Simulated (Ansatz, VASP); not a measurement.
HfO2 in VASP and in Ansatz

Contents of POSCAR:

```
HfO2
1.0
    0.0000000000      2.5234973484      2.5234973484
    2.5234973484      0.0000000000      2.5234973484
    2.5234973484      2.5234973484      0.0000000000
Hf O
1 2
Direct
    0.0000000000      0.0000000000      0.0000000000
    0.7500000000      0.7500000000      0.7500000000
    0.2500000000      0.2500000000      0.2500000000
```

The input INCAR.step1:

```
SYSTEM = HfO2
PREC = Accurate
ENCUT = 520
ISMEAR = -1
SIGMA = 0.03
LREAL = .FALSE.
LASPH = .TRUE.
NELM = 100
NBANDS = 18
GGA = PE
ALGO = Normal
EDIFF = 1E-4
LWAVE = .TRUE.
LCHARG = .FALSE.
```

The input INCAR.step2:

```
SYSTEM = HfO2
PREC = Accurate
ENCUT = 520
EDIFF = 1E-7
ISMEAR = -1
SIGMA = 0.03
LREAL = .FALSE.
LASPH = .TRUE.
NELM = 100
ALGO = Normal
ISIF = 2
LWAVE = .FALSE.
LCHARG = .FALSE.
METAGGA = R2SCAN
LMIXTAU = .TRUE.
LUSE_VDW = .TRUE.
IVDW_NL = 2
BPARAM = 11.95
CPARAM = 0.0093
NBANDS = 18
ISTART = 1
```

The input KPOINTS:

```
regular mesh
0
G
  10 10 10
  0 0 0
```

Input for Ansatz:

```yaml
crystal:
  lattice:
    - [0.0, 2.5234973484, 2.5234973484]
    - [2.5234973484, 0.0, 2.5234973484]
    - [2.5234973484, 2.5234973484, 0.0]
  atoms:
    - { symbol: Hf, position: [0.0, 0.0, 0.0] }
    - { symbol: O, position: [0.75, 0.75, 0.75] }
    - { symbol: O, position: [0.25, 0.25, 0.25] }
kpoints:
  mp_grid: { grid: [10, 10, 10] }
  band_path:
    path:
      - [0.0, 0.0, 0.0]
      - [0.5, 0.0, 0.5]
      - [0.625, 0.25, 0.625]
      - [0.375, 0.375, 0.75]
      - [0.5, 0.5, 0.5]
      - [0.5, 0.25, 0.75]
    npoints: 1
hamiltonian:
  xc: r2scan
  dispersion: rvv10
scf:
  occupations: { method: fermi_dirac, width: 0.03 }
  n_extra_bands: 4
output:
  forces: true
  stress: true
  eigenvalues: true
```

Alike in both runs: task single point; functional r2SCAN; dispersion rVV10; k mesh 10 × 10 × 10; occupations fermi-dirac, width 0.03 eV; no spin polarisation.

```csv
,VASP,Ansatz
version,VASP 6.6.1,Ansatz 0.2.0
potentials or method,"VASP PAW PBE potentials, release 64 (Hf_pv, O)","plane waves, PAW"
plane-wave cutoff (eV),520,500
valence electrons in the cell,22,38
```

```tsv
	VASP	Ansatz	Ansatz less VASP
gap on the k mesh at the Fermi level (eV)	4.30	4.28	-0.016
pressure (GPa)	-3.6	0.0	+3.62
```

VASP's potentials were made for PBE, not for r2SCAN. VASP's potentials hold 22 valence electrons a cell and Ansatz's 38, so a difference there can come from the potentials and not from the codes.

Neither program's run includes spin-orbit coupling.
